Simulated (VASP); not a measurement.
# BaTiO3 (P4mm) in VASP: further runs

BaTiO3 is run at these levels: PBE; tasks: single point, relaxation of shape and atoms at fixed volume.

Everything below comes from runs of VASP 6.6.1. Logs are shortened: lines on timing, memory, paths and dates and some standing lists are left out, and cuts for length are marked.

### 1 The cell of the first run

The structure is tetragonal, space group P4mm (No. 99). The conventional cell has a = 3.926 Å, b = 3.926 Å, c = 3.940 Å, α = 90.00°, β = 90.00°, γ = 90.00°. Within 3.6 Å of Ba (site symmetry 4mm) lie 12 O at 2.76 to 2.80 Å and 8 Ti at 3.39 to 3.42 Å. Ti (site symmetry 4mm) has 6 O at 1.90 to 2.04 Å within 2.5 Å. Within 2.5 Å of O (site symmetry 4mm) lie 2 Ti at 1.90 to 2.04 Å. O (site symmetry 2mm) has 2 Ti at 1.96 Å within 2.6 Å.

### 2 Single point, PBE (12.15 Å³/atom)

Contents of INCAR:

```
PREC = Accurate
ENCUT = 910
EDIFF = 1E-6
ISMEAR = 0
SIGMA = 0.02
LREAL = F
LASPH = T
NELM = 120
ALGO = Normal
ISIF = 2
LWAVE = F
LCHARG = T
GGA = PE
LELF = T
LVHAR = T
NBANDS = 28
GGA_COMPAT = F
```

Contents of KPOINTS:

```
Automatic mesh
0
Gamma
  8 8 8
```

Contents of POSCAR:

```
BaTiO3
1.0
    3.9261550255      0.0000000000      0.0000000000
    0.0000000000      3.9261550255      0.0000000000
    0.0000000000      0.0000000000      3.9400139125
Ba Ti O
1 1 3
Direct
    0.0000000000      0.0000000000      0.0052371840
    0.5000000000      0.5000000000      0.4974651560
    0.5000000000      0.5000000000      0.0150703185
    0.5000000000      0.0000000000      0.5126136707
    0.0000000000      0.5000000000      0.5126136707
```

Potentials or basis: VASP PAW PBE potentials, release 64 (Ba_sv, Ti_sv, O_h).

Run with:

```
$ cat potpaw_PBE.64/Ba_sv/POTCAR potpaw_PBE.64/Ti_sv/POTCAR potpaw_PBE.64/O_h/POTCAR > POTCAR
$ mpirun -np 1 vasp_std > vasp.out
```

OUTCAR:

```text
PREC = Accurate
   ENCUT = 910
   EDIFF = 1E-6
   ISMEAR = 0
   LREAL = F
   LASPH = T
   NELM = 120
   ISIF = 2
   GGA = PE

 ion  position               nearest neighbor table
   1  0.000  0.000  0.005-   4 2.76   5 2.76   5 2.76   4 2.76   3 2.78   3 2.78   3 2.78   3 2.78
                             4 2.80   5 2.80   5 2.80   4 2.80   2 3.39   2 3.39   2 3.39   2 3.39
   2  0.500  0.500  0.497-   3 1.90   4 1.96   5 1.96   4 1.96   5 1.96   3 2.04   1 3.39   1 3.39
                             1 3.39   1 3.39   1 3.42   1 3.42   1 3.42   1 3.42
   3  0.500  0.500  0.015-   2 1.90   2 2.04   1 2.78   1 2.78   1 2.78   1 2.78
   4  0.500  0.000  0.513-   2 1.96   2 1.96   1 2.76   1 2.76   1 2.80   1 2.80
   5  0.000  0.500  0.513-   2 1.96   2 1.96   1 2.76   1 2.76   1 2.80   1 2.80

  LATTYP: Found a simple tetragonal cell.
 ALAT       =     3.9261550255
 C/A-ratio  =     1.0035298879

  Lattice vectors:

 A1 = (   3.9261550255,   0.0000000000,   0.0000000000)
 A2 = (   0.0000000000,   3.9261550255,   0.0000000000)
 A3 = (   0.0000000000,   0.0000000000,   3.9400139125)

Analysis of symmetry for initial positions (statically):
=====================================================================
 Subroutine PRICEL returns:
 Original cell was already a primitive cell.

 Routine SETGRP: Setting up the symmetry group for a
 simple tetragonal supercell.

 Subroutine GETGRP returns: Found  8 space group operations
 (whereof  8 operations were pure point group operations)
 out of a pool of 16 trial point group operations.

The static configuration has the point symmetry C_4v.

Analysis of symmetry for dynamics (positions and initial velocities):
=====================================================================
 Subroutine PRICEL returns:
 Original cell was already a primitive cell.

 Routine SETGRP: Setting up the symmetry group for a
 simple tetragonal supercell.

 Subroutine GETGRP returns: Found  8 space group operations
 (whereof  8 operations were pure point group operations)
 out of a pool of 16 trial point group operations.

The dynamic configuration has the point symmetry C_4v.

 Subroutine INISYM returns: Found  8 space group operations
 (whereof  8 operations are pure point group operations),
 and found     1 'primitive' translations

----------------------------------------------------------------------------------------

                                     Primitive cell

  volume of cell :      60.7341

  direct lattice vectors                    reciprocal lattice vectors
     3.926155025  0.000000000  0.000000000     0.254702118  0.000000000  0.000000000
     0.000000000  3.926155025  0.000000000     0.000000000  0.254702118  0.000000000
     0.000000000  0.000000000  3.940013912     0.000000000  0.000000000  0.253806210

  length of vectors
     3.926155025  3.926155025  3.940013912     0.254702118  0.254702118  0.253806210

  position of ions in fractional coordinates (direct lattice)
     0.000000000  0.000000000  0.005237184
     0.500000000  0.500000000  0.497465156
     0.500000000  0.500000000  0.015070319
     0.500000000  0.000000000  0.512613671
     0.000000000  0.500000000  0.512613671

  ion indices of the primitive-cell ions
   primitive index   ion index
                 1           1
                 2           2
                 3           3
                 4           4
                 5           5

----------------------------------------------------------------------------------------

 KPOINTS: Automatic mesh

Automatic generation of k-mesh.
 Grid dimensions read from file:
 generate k-points for:    8    8    8

 Generating k-lattice:

  Cartesian coordinates                     Fractional coordinates (reciprocal lattice)
     0.031837765  0.000000000  0.000000000     0.125000000  0.000000000  0.000000000
     0.000000000  0.031837765  0.000000000     0.000000000  0.125000000  0.000000000
     0.000000000  0.000000000  0.031725776     0.000000000  0.000000000  0.125000000

  Length of vectors
     0.031837765  0.031837765  0.031725776

  Shift w.r.t. Gamma in fractional coordinates (k-lattice)
     0.000000000  0.000000000  0.000000000

 Subroutine IBZKPT returns following result:
 ===========================================

 Found     75 irreducible k-points:

 Following reciprocal coordinates:
            Coordinates               Weight
  0.000000  0.000000  0.000000      1.000000
  0.125000  0.000000  0.000000      4.000000
  0.250000  0.000000  0.000000      4.000000
  0.375000  0.000000  0.000000      4.000000
  0.500000  0.000000  0.000000      2.000000
  0.125000  0.125000  0.000000      4.000000
[... 16 lines left out ...]
  0.375000  0.125000  0.125000     16.000000
  0.500000  0.125000  0.125000      8.000000
 [... further k-points ...]
   k-points           NKPTS =     75   k-points in BZ     NKDIM =     75   number of bands    NBANDS=     28
   number of dos      NEDOS =    301   number of ions     NIONS =      5
   total plane-waves  NPLWV =  64000
   dimension x,y,z NGX =    40 NGY =   40 NGZ =   40
   dimension x,y,z NGXF=    80 NGYF=   80 NGZF=   80
   ions per type =               1   1   3
   NGX,Y,Z   is equivalent  to a cutoff of  16.94, 16.94, 16.88 a.u.
   NGXF,Y,Z  is equivalent  to a cutoff of  33.87, 33.87, 33.76 a.u.
 SYSTEM =  unknown system
   PREC   = accura    normal or accurate (medium, high low for compatibility)
   ISTART =      0    job   : 0-new  1-cont  2-samecut
   ICHARG =      2    charge: 1-file 2-atom 10-const
   ISPIN  =      1    spin polarized calculation?
   LNONCOLLINEAR =      F non collinear calculations
   LSORBIT =      F    spin-orbit coupling
   LASPH  =      T    aspherical Exc in radial PAW
   ENCUT  =  910.0 eV  66.88 Ry    8.18 a.u.   9.66  9.66  9.69*2*pi/ulx,y,z
   NELM   =    120;   NELMIN=  2; NELMDL= -5     # of ELM steps
   EDIFF  = 0.1E-05   stopping-criterion for ELM
   LREAL  =      F    real-space projection
   EDIFFG = 0.1E-04   stopping-criterion for IOM
   NSW    =      0    number of steps for IOM
   IBRION =     -1    ionic relax: 0-MD 1-quasi-New 2-CG
   NFREE  =      0    steps in history (QN), initial steepest desc. (CG)
   ISIF   =      2    stress and relaxation
   ISYM   =      2    0-nonsym 1-usesym 2-fastsym
   POTIM  = 0.5000    time-step for ionic-motion
   TEBEG  =    0.0;   TEEND  =   0.0 temperature during run
   PSTRESS=    0.0 pullay stress
   NELECT =      40.0000    total number of electrons
   NUPDOWN=      -1.0000    fix difference up-down
   EMIN   =  10.00;   EMAX   =-10.00  energy-range for DOS
   EFERMI =   0.00;   METHOD = LEGACY
   ISMEAR =     0;   SIGMA  =   0.02  broadening in eV -4-tet -1-fermi 0-gaus
   EFERMI_NEDOS =   21; number of points for ismear=-14 and -15
   IALGO  =     38    algorithm
   IMIX   =      4    mixing-type and parameters
     AMIX     =   0.40;   BMIX     =  1.00
     AMIX_MAG =   1.60;   BMIX_MAG =  1.00
  volume/ion in A,a.u.               =      12.15        81.97
  Fermi-wavevector in a.u.,A,eV,Ry     =   1.424352  2.691635 27.603203  2.028778
  Thomas-Fermi vector in A             =   2.544852
   LORBIT       =      0    0 simple, 1 ext, 2 COOP (PROOUT), +10 PAW based schemes
   GGA     = PE    functional components
   LHFCALC =     F    Hartree Fock is set to
   AEXX    =    0.0000 exact exchange contribution
   IVDW    =     0    specifies the selected vdW correction
   LEPSILON=     F    determine dielectric tensor
   LRPA    =     F    only Hartree local field effects (RPA)
 non-spin polarized calculation
 Gauss-broadening in eV      SIGMA  =   0.02
  energy-cutoff  :      910.00
  volume of cell :       60.73
 maximum number of plane-waves:      3840
 NGX is ok and might be reduce to    40
   NGX = 19   NGY = 19   NGZ = 19

 number of electron      40.0000011 magnetization

 Free energy of the ion-electron system (eV)
  ---------------------------------------------------
  ext. energy  EPLUGINS =         0.00000000
  ---------------------------------------------------
  free energy    TOTEN  =       -39.79673786 eV

  energy without entropy =      -39.79673786  energy(sigma->0) =      -39.79673786

 E-fermi :   4.8898     XC(G=0): -11.5510

 val. band max:        4.6562941776   @ k =   0.5000   0.5000   0.5000
 cond. band min:       6.5234130311   @ k =   0.0000   0.0000   0.0000
 fundamental gap:      1.8671188535
 Fermi energy:         4.8897655950

 k-point     1 :       0.0000    0.0000    0.0000
  band No.  band energies     occupation
      1     -51.7314      2.00000
      2     -27.9871      2.00000
      3     -27.9751      2.00000
      4     -27.9751      2.00000
      5     -20.0602      2.00000
      6     -12.3687      2.00000
[... 20 lines left out ...]
     27       9.7774      0.00000
     28      12.6420      0.00000

 k-point     2 :       0.1250    0.0000    0.0000
  band No.  band energies     occupation
      1     -51.7312      2.00000
      2     -27.9867      2.00000
      3     -27.9853      2.00000
      4     -27.9747      2.00000
      5     -20.0371      2.00000
      6     -12.3873      2.00000
[... 20 lines left out ...]
     27      10.0993      0.00000
     28      13.0275      0.00000

 k-point     3 :       0.2500    0.0000    0.0000
  band No.  band energies     occupation
      1     -51.7307      2.00000
      2     -28.0102      2.00000
      3     -27.9857      2.00000
      4     -27.9737      2.00000
      5     -19.9803      2.00000
      6     -12.4935      2.00000
[... 20 lines left out ...]
     27      10.9632      0.00000
     28      13.2745      0.00000

 k-point     4 :       0.3750    0.0000    0.0000
  band No.  band energies     occupation
      1     -51.7302      2.00000
      2     -28.0348      2.00000
      3     -27.9847      2.00000
      4     -27.9727      2.00000
      5     -19.9220      2.00000
      6     -12.6435      2.00000
[... 578 lines left out ...]
     27      11.4632      0.00000
     28      13.3690      0.00000

 k-point    23 :       0.3750    0.1250    0.1250
  band No.  band energies     occupation
      1     -51.7298      2.00000
      2     -28.0334      2.00000
      3     -27.9939      2.00000
      4     -27.9823      2.00000
      5     -19.8919      2.00000
      6     -12.4962      2.00000
[... 20 lines left out ...]
     27      12.4572      0.00000
     28      13.6059      0.00000

 k-point    24 :       0.5000    0.1250    0.1250
  band No.  band energies     occupation
      1     -51.7296      2.00000
      2     -28.0435      2.00000
      3     -27.9935      2.00000
      4     -27.9819      2.00000
      5     -19.8699      2.00000
      6     -12.5461      2.00000
[... 20 lines left out ...]
     27      12.8763      0.00000
     28      13.7489      0.00000

 [... further k-points ...]

------------------------ aborting loop because EDIFF is reached ----------------------------------------

  FORCE on cell =-STRESS in cart. coord.  units (eV):
  Direction    XX          YY          ZZ          XY          YZ          ZX
  --------------------------------------------------------------------------------------
  -------------------------------------------------------------------------------------
  Total        5.6283528      5.6283528      5.5955376      0.0000000      0.0000000      0.0000000
  in kB      148.4770229    148.4770229    147.6113509      0.0000000      0.0000000      0.0000000
  external PRESSURE =     148.1884655 kB  Pullay stress =       0.0000000 kB

 VOLUME and BASIS-vectors are now :
 -----------------------------------------------------------------------------
  energy-cutoff  :      910.00
  volume of cell :       60.73
      direct lattice vectors                 reciprocal lattice vectors
     3.926155025  0.000000000  0.000000000     0.254702118  0.000000000  0.000000000
     0.000000000  3.926155025  0.000000000     0.000000000  0.254702118  0.000000000
     0.000000000  0.000000000  3.940013912     0.000000000  0.000000000  0.253806210

 POSITION                                       TOTAL-FORCE (eV/Angst)
 -----------------------------------------------------------------------------------
      0.00000      0.00000      0.02063        -0.000000     -0.000000      0.016659
      1.96308      1.96308      1.96002         0.000000     -0.000000      0.008098
      1.96308      1.96308      0.05938         0.000000      0.000000     -0.010813
      1.96308      0.00000      2.01970         0.000000     -0.000000     -0.006972
      0.00000      1.96308      2.01970         0.000000      0.000000     -0.006972
 -----------------------------------------------------------------------------------
    total drift:                                0.000000      0.000000     -0.001426

  FREE ENERGIE OF THE ION-ELECTRON SYSTEM (eV)
  ---------------------------------------------------
  free  energy   TOTEN  =       -39.7967378608 eV

  energy  without entropy=      -39.7967378608  energy(sigma->0) =      -39.79673786
```

Wall time 1.8 min (1 thread of Intel Xeon 6975P-C (Granite Rapids), shared host); peak memory 0.47 GiB.

What came out:

| Property | Result |
| --- | --- |
| Free energy | -39.7967 eV |
| Pressure | 14.8 GPa |
| Largest force | 0.017 eV/Å |
| Band gap on the k mesh | 1.87 eV (least direct gap 2.02 eV) |

Forces on the atoms (eV/Å):
```
Ba   0.000  0.000  0.017
Ti   0.000  0.000  0.008
O    0.000  0.000 -0.011
O    0.000  0.000 -0.007
O    0.000  0.000 -0.007
```

Stress tensor (GPa, compression positive):
```
14.85  0.00  0.00
 0.00 14.85  0.00
 0.00  0.00 14.76
```

Levels at points of the mesh, in eV from the valence-band top:
| k point | band 17 | band 18 | band 19 | band 20 | band 21 | band 22 | band 23 | band 24 |
| --- | --- | --- | --- | --- | --- | --- | --- | --- |
| (0.00, 0.00, 0.00) | -1.20 | -0.15 | -0.15 | -0.15 | 1.87 | 1.95 | 1.95 | 4.32 |
| (0.50, 0.00, 0.00) | -1.91 | -1.84 | -0.80 | -0.76 | 2.12 | 3.78 | 3.79 | 4.34 |
| (0.50, 0.50, 0.00) | -1.71 | -0.87 | -0.87 | -0.10 | 3.80 | 3.80 | 4.23 | 5.19 |
| (0.00, 0.00, 0.50) | -1.92 | -1.92 | -0.70 | -0.70 | 2.05 | 3.78 | 3.78 | 4.33 |
| (0.50, 0.00, 0.50) | -1.69 | -0.86 | -0.85 | -0.14 | 3.79 | 3.79 | 4.21 | 5.25 |
| (0.50, 0.50, 0.50) | -2.38 | -0.04 | -0.04 | 0.00 | 4.51 | 4.51 | 4.52 | 6.92 |

Caveat: the cutoff is under 1.25 times the usual one of these potentials, so pressure, stress and relaxed cells hold a basis-set (Pulay) error; the cell stands under pressure; spin-orbit coupling is left out, which moves the levels of the heavy elements. A k mesh can miss the band edges.

### 3 Single point, PBE (12.55 Å³/atom)

This run uses another cell than the first one, of 12.55 Å³/atom.

Contents of INCAR:

```
PREC = Accurate
ENCUT = 520
EDIFF = 1E-6
ISMEAR = 0
SIGMA = 0.02
LREAL = F
LASPH = T
NELM = 80
ALGO = Normal
ISIF = 2
LWAVE = F
LCHARG = F
GGA = PE
NBANDS = 28
```

KPOINTS is that of step 2.

Contents of POSCAR:

```
BaTiO3
1.0
    3.9540392630      0.0000000000      0.0000000000
    0.0000000000      3.9540392630      0.0000000000
    0.0000000000      0.0000000000      4.0127041487
Ba Ti O
1 1 3
Direct
    0.0000000000      0.0000000000      0.0008432595
    0.5000000000      0.5000000000      0.4868592247
    0.5000000000      0.5000000000      0.0234865291
    0.5000000000      0.0000000000      0.5159054933
    0.0000000000      0.5000000000      0.5159054933
```

Potentials or basis: VASP PAW PBE potentials, release 64 (Ba_sv, Ti_sv, O).

Run with:

```
$ cat potpaw_PBE.64/Ba_sv/POTCAR potpaw_PBE.64/Ti_sv/POTCAR potpaw_PBE.64/O/POTCAR > POTCAR
$ mpirun -np 1 vasp_std > vasp.out
```

It took 2.3 min on 1 thread of Intel Xeon 6975P-C (Granite Rapids), shared host; peak memory 0.26 GiB.

The run converged. Its results:

| Quantity | Value |
| --- | --- |
| Free energy | -39.9207 eV |
| Pressure | 9.3 GPa |
| Largest force | 0.045 eV/Å |
| Band gap on the k mesh | 1.83 eV (least direct gap 2.16 eV) |

Forces in eV/Å, atoms in the order of the input:
```
Ba   0.000  0.000  0.027
Ti   0.000  0.000  0.044
O    0.000  0.000 -0.045
O    0.000  0.000 -0.013
O    0.000  0.000 -0.013
```

Levels at points of the mesh, in eV from the valence-band top:
| k point | band 17 | band 18 | band 19 | band 20 | band 21 | band 22 | band 23 | band 24 |
| --- | --- | --- | --- | --- | --- | --- | --- | --- |
| (0.00, 0.00, 0.00) | -1.22 | -0.38 | -0.33 | -0.33 | 1.83 | 2.11 | 2.11 | 4.18 |
| (0.50, 0.00, 0.00) | -1.92 | -1.76 | -1.06 | -0.92 | 2.25 | 3.63 | 3.68 | 4.22 |
| (0.50, 0.50, 0.00) | -1.80 | -0.98 | -0.98 | -0.09 | 3.70 | 3.70 | 4.09 | 4.81 |
| (0.00, 0.00, 0.50) | -1.99 | -1.99 | -0.72 | -0.72 | 1.99 | 3.64 | 3.64 | 4.18 |
| (0.50, 0.00, 0.50) | -1.74 | -0.95 | -0.92 | -0.24 | 3.66 | 3.66 | 4.03 | 5.05 |
| (0.50, 0.50, 0.50) | -2.46 | -0.15 | -0.15 | 0.00 | 4.30 | 4.30 | 4.34 | 6.60 |

Caveat: the cell stands under pressure; spin-orbit coupling is left out, which moves the levels of the heavy elements.

### 4 Single point, PBE (12.55 Å³/atom)

This run uses another cell than the first one, of 12.55 Å³/atom.

Contents of INCAR:

```
PREC = Accurate
ENCUT = 910
EDIFF = 1E-6
ISMEAR = 0
SIGMA = 0.02
LREAL = F
LASPH = T
NELM = 120
ALGO = Normal
ISIF = 2
LWAVE = F
LCHARG = F
GGA = PE
NBANDS = 28
GGA_COMPAT = F
```

KPOINTS is that of step 3.

POSCAR is that of step 3.

Potentials or basis: VASP PAW PBE potentials, release 64 (Ba_sv, Ti_sv, O_h).

Run with:

```
$ cat potpaw_PBE.64/Ba_sv/POTCAR potpaw_PBE.64/Ti_sv/POTCAR potpaw_PBE.64/O_h/POTCAR > POTCAR
$ mpirun -np 1 vasp_std > vasp.out
```

It took 2.4 min on 1 thread of Intel Xeon 6975P-C (Granite Rapids), shared host; peak memory 0.45 GiB.

Results (log left out):

```
Free energy            : -39.9471 eV
Pressure               : 9.0 GPa
Largest force          : 0.030 eV/Å
Band gap on the k mesh : 1.83 eV (least direct gap 2.17 eV)
```

Forces on the atoms (eV/Å):
```
Ba   0.000  0.000  0.030
Ti   0.000  0.000  0.018
O    0.000  0.000 -0.021
O    0.000  0.000 -0.013
O    0.000  0.000 -0.013
```

Stress tensor (GPa, compression positive):
```
9.00 0.00 0.00
0.00 9.00 0.00
0.00 0.00 8.90
```

Levels at points of the mesh, in eV from the valence-band top:
| k point | band 17 | band 18 | band 19 | band 20 | band 21 | band 22 | band 23 | band 24 |
| --- | --- | --- | --- | --- | --- | --- | --- | --- |
| (0.00, 0.00, 0.00) | -1.22 | -0.38 | -0.33 | -0.33 | 1.83 | 2.11 | 2.11 | 4.19 |
| (0.50, 0.00, 0.00) | -1.91 | -1.76 | -1.05 | -0.92 | 2.25 | 3.64 | 3.68 | 4.22 |
| (0.50, 0.50, 0.00) | -1.80 | -0.98 | -0.98 | -0.09 | 3.70 | 3.70 | 4.09 | 4.81 |
| (0.00, 0.00, 0.50) | -1.99 | -1.99 | -0.71 | -0.71 | 2.00 | 3.65 | 3.65 | 4.19 |
| (0.50, 0.00, 0.50) | -1.73 | -0.95 | -0.92 | -0.24 | 3.66 | 3.66 | 4.03 | 5.05 |
| (0.50, 0.50, 0.50) | -2.46 | -0.15 | -0.15 | 0.00 | 4.30 | 4.30 | 4.34 | 6.61 |

Caveat: the cutoff is under 1.25 times the usual one of these potentials, so pressure, stress and relaxed cells hold a basis-set (Pulay) error; the cell stands under pressure; spin-orbit coupling is left out, which moves the levels of the heavy elements.

(Continued in part 2 of 2.)
